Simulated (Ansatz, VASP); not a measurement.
## Si in VASP and in Ansatz

```
Si
1.0
    -2.31209    2.31209    1.39573
     2.31209   -2.31209    1.39573
     2.31209    2.31209   -1.39573
Si
2
Direct
  0.25000 0.75000 0.50000
  0.50000 0.50000 0.00000
```

Change from the starting cell: strain -0.025 along x and y, +0.050 along z, atoms carried along.

Alike in both runs: task single point; functional r2SCAN; k mesh 20 × 20 × 20; occupations gaussian, width 0.15 eV; no spin polarisation.

|  | VASP | Ansatz |
| --- | --- | --- |
| version | VASP 6.6.1 | Ansatz 0.2.0 |
| potentials or method | VASP PAW PBE potentials, release 64 (Si), cutoff 520 eV | scalar-relativistic, plane waves, PAW |
| valence electrons in the cell | 8 | 8 |

VASP gave:

```
gap on the k mesh at the Fermi level (eV)                     : none
pressure (GPa)                                                : 4.6
traceless stress, the component that is largest in VASP (GPa) : -5.06
```

Question: What did Ansatz give for the same quantities?

Answer: gap on the k mesh at the Fermi level (eV): none; pressure (GPa): 4.8; traceless stress, the component that is largest in VASP (GPa): -5.21.

VASP's potentials were made for PBE, not for r2SCAN. A gap of «none» marks a metal or a gap that the smearing closes. The functional is the same, so the differences come from potentials, cutoffs and numerics.
